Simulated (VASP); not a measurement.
MgH2, 6 atoms in the cell. It takes space group I4_1/amd (No. 141, tetragonal). The conventional cell has a = 3.811 Å, b = 3.811 Å, c = 9.445 Å, α = 90.00°, β = 90.00°, γ = 90.00°. Within 2.6 Å of Mg (site symmetry -4m2) lie 6 H at 1.94 to 1.99 Å. H (site symmetry 2mm) has 3 Mg at 1.94 to 1.99 Å and 2 H at 2.50 Å within 2.6 Å. 

| Quantity | Value |
| --- | --- |
| Program | VASP 6.6.1 |
| Task | relaxation of cell and atoms |
| Functional | PBE |
| Potentials or basis | VASP PAW PBE potentials, release 64 (Mg, H) |
| Cutoff | 600 eV |
| k mesh | 8 × 8 × 8 |
| Occupations | gaussian, width 0.02 eV |
| Spin | no spin polarisation |
| Dipole correction | no |
| Further INCAR settings | ALGO = Normal; EDIFF = 1e-06; IBRION = 2; EDIFFG = -0.01; NSW = 100; ISIF = 3 |

Potentials or basis: VASP PAW PBE potentials, release 64 (Mg, H).

The run is started by

```sh
$ cat potpaw_PBE.64/Mg/POTCAR potpaw_PBE.64/H/POTCAR > POTCAR
$ mpirun -np 1 vasp_std > vasp.out
```

Hardware: 1 thread of Intel(R) Xeon(R) 6975P-C (Granite Rapids) (shared host).

Task: Estimate the wall time of this run.

Result: Run time: 82 s on 1 thread of Intel(R) Xeon(R) 6975P-C (Granite Rapids) (shared host), peak memory 0.33 GiB. Counts: scf iterations 14, k points 59, ion steps 2.
